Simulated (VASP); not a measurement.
A run of VASP 6.6.1 is set up as follows.

File POSCAR:

```
Sr2YReO6
1.0
    0.0000000000      4.1240470237      4.1240470237
    4.1240470237      0.0000000000      4.1240470237
    4.1240470237      4.1240470237      0.0000000000
Re O Y Sr
1 6 1 2
Direct
    0.0000000000      0.0000000000      0.0000000000
    0.7652764874      0.2347235126      0.2347235126
    0.2347235126      0.7652764874      0.2347235126
    0.2347235126      0.7652764874      0.7652764874
    0.7652764874      0.2347235126      0.7652764874
    0.2347235126      0.2347235126      0.7652764874
    0.7652764874      0.7652764874      0.2347235126
    0.5000000000      0.5000000000      0.5000000000
    0.2500000000      0.2500000000      0.2500000000
    0.7500000000      0.7500000000      0.7500000000
```

Contents of INCAR.step1:

```
PREC = Accurate ; ENCUT = 520
ISMEAR = 1 ; SIGMA = 0.2604
LREAL = F ; LASPH = T
NELM = 60 ; NBANDS = 48
GGA = PE ; ALGO = Normal
EDIFF = 1E-4 ; LWAVE = T
LCHARG = F
```

INCAR.step2

```
PREC = Accurate ; ENCUT = 520
EDIFF = 1E-7 ; ISMEAR = 1
SIGMA = 0.2604 ; LREAL = F
LASPH = T ; NELM = 60
ALGO = Normal ; ISIF = 2
LWAVE = F ; LCHARG = F
METAGGA = R2SCAN ; LMIXTAU = T
NBANDS = 48 ; ISTART = 1
```

Contents of KPOINTS:

```
regular mesh
0
Gamma
  6 6 6
```

Potentials or basis: VASP PAW PBE potentials, release 64 (Re, O, Y_sv, Sr_sv).

Command:

```sh
$ cat potpaw_PBE.64/Re/POTCAR potpaw_PBE.64/O/POTCAR potpaw_PBE.64/Y_sv/POTCAR potpaw_PBE.64/Sr_sv/POTCAR > POTCAR
$ cp INCAR.step1 INCAR
$ mpirun -np 1 vasp_std > vasp.out
$ cp INCAR.step2 INCAR
$ mpirun -np 1 vasp_std > vasp.out
```

Predict the largest force.

0.363 eV/Å.

Predict the pressure.

1.6 GPa.

Forces in eV/Å, atoms in the order of the input:
```
Re   0.000  0.000  0.000
O    0.363  0.000  0.000
O    0.000  0.363  0.000
O   -0.363  0.000  0.000
O    0.000 -0.363  0.000
O    0.000  0.000  0.363
O    0.000  0.000 -0.363
Y    0.000  0.000  0.000
Sr   0.000  0.000  0.000
Sr   0.000  0.000  0.000
```

Caveat: so wide a smearing shifts energies and pressures; the PAW data sets were made with another functional, which shifts forces and pressure a little.
